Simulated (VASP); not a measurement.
Al:

```
Al
1.0
     4.97109    0.00000    0.00000
    -2.48555    4.30509    0.00000
     0.00000    0.00000    4.43221
Al
5
Direct
  0.50000 0.46007 0.46007
  0.53993 0.03993 0.46007
  0.96007 0.50000 0.46007
  0.00000 0.00000 0.00000
  0.66667 0.33333 0.12500
```

```yaml
Program: VASP 6.6.1
Task: relaxation of cell and atoms
Functional: PBE
Potentials_or_basis: VASP PAW PBE potentials, release 64 (Al)
Cutoff: 600 eV
k_mesh: 6 × 6 × 4
Occupations: gaussian, width 0.1 eV
Spin: no spin polarisation
```

At the start: pressure 33.8 GPa; volume 18.97 Å³/atom.

Where does the relaxation end?

Over 41 steps the energy falls by 1939.7 meV/atom and the volume is 18.66 Å³/atom (-1.6 %); space group P-62m (No. 189, to 0.05 Å).

The path:
| step | energy change (eV) | largest force (eV/Å) | pressure (GPa) | volume (Å³) |
| --- | --- | --- | --- | --- |
| 1 | 0.0000 | 20.2212 | 33.82 | 94.85 |
| 3 | -4.5572 | 5.2233 | -1.06 | 149.35 |
| 5 | -7.8440 | 1.3249 | -3.36 | 116.31 |
| 7 | -7.9321 | 1.0748 | -2.38 | 113.22 |
| 9 | -7.9386 | 1.2424 | -2.04 | 112.40 |
| 11 | -8.3028 | 0.6478 | 0.67 | 103.53 |
| 13 | -8.3389 | 0.2850 | 0.05 | 104.20 |
| 15 | -8.3589 | 0.3322 | -0.11 | 104.13 |
| 17 | -8.5680 | 0.7061 | -1.46 | 103.88 |
| 19 | -8.7491 | 1.5058 | -1.31 | 102.89 |
| 21 | -9.0947 | 0.7290 | -3.40 | 103.05 |
| 23 | -9.1639 | 0.7754 | -4.10 | 103.19 |
| 25 | -9.1784 | 0.7710 | -3.93 | 102.85 |
| 27 | -9.1998 | 0.7579 | -3.56 | 102.17 |
| 29 | -9.2951 | 0.7368 | -3.10 | 100.59 |
| 31 | -9.5570 | 0.5727 | -0.30 | 94.32 |
| 33 | -9.5877 | 0.6317 | 1.25 | 91.96 |
| 35 | -9.6208 | 0.5587 | 1.22 | 91.87 |
| 37 | -9.6834 | 0.1720 | 0.09 | 93.30 |
| 39 | -9.6975 | 0.1009 | -0.09 | 93.59 |
| 41 | -9.6985 | 0.0263 | 0.12 | 93.30 |

Final structure:
```
Al
1.0
     4.87551    0.00000    0.00000
    -2.43776    4.22232    0.00000
     0.00000    0.00000    4.53234
Al
5
Direct
  0.33343 0.33861 0.50099
  0.66139 0.99482 0.50099
  0.00518 0.66657 0.50099
  0.00000 0.00000 0.00025
  0.66667 0.33333 0.00199
```
